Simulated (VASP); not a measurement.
Input of a VASP 6.6.1 run:

Contents of INCAR:

```
  ALGO = Normal
  EDIFF = 1E-8
  ENCUT = 520
  GGA = PE
  ISIF = 2
  ISMEAR = -1
  LASPH = T
  LCHARG = F
  LEFG = T
  LREAL = F
  LWAVE = F
  NBANDS = 16
  NELM = 60
  PREC = Accurate
  SIGMA = 0.08
```

KPOINTS

```
k-points
0
Gamma
  15 15 13
```

File POSCAR:

```
TiB2
1.0
    3.0897821656      0.0000000000      0.0000000000
   -1.5448910828      2.6758298476      0.0000000000
    0.0000000000      0.0000000000      3.2284000000
Ti B
1 2
Direct
    0.0000000000      0.0000000000      0.0000000000
    0.3333333333      0.6666666667      0.5000000000
    0.6666666667      0.3333333333      0.5000000000
```

Potentials or basis: VASP PAW PBE potentials, release 64 (Ti_sv, B).

Launch:

```sh
$ cat potpaw_PBE.64/Ti_sv/POTCAR potpaw_PBE.64/B/POTCAR > POTCAR
$ mpirun -np 1 vasp_std > vasp.out
```

(1) What does it give for the band gap on the k mesh?

(2) Estimate the pressure.

## Answers

(1) zero (band 9 reaches 9.92 eV, above the bottom of band 10 at 9.30 eV).

(2) -9.6 GPa.

Caveat: the cell differs from its parent crystal (equal xx and yy strain of +2 %); without QUAD_EFG the Cq values of the log hold for a quadrupole moment of 1 mb, not for the nuclei.
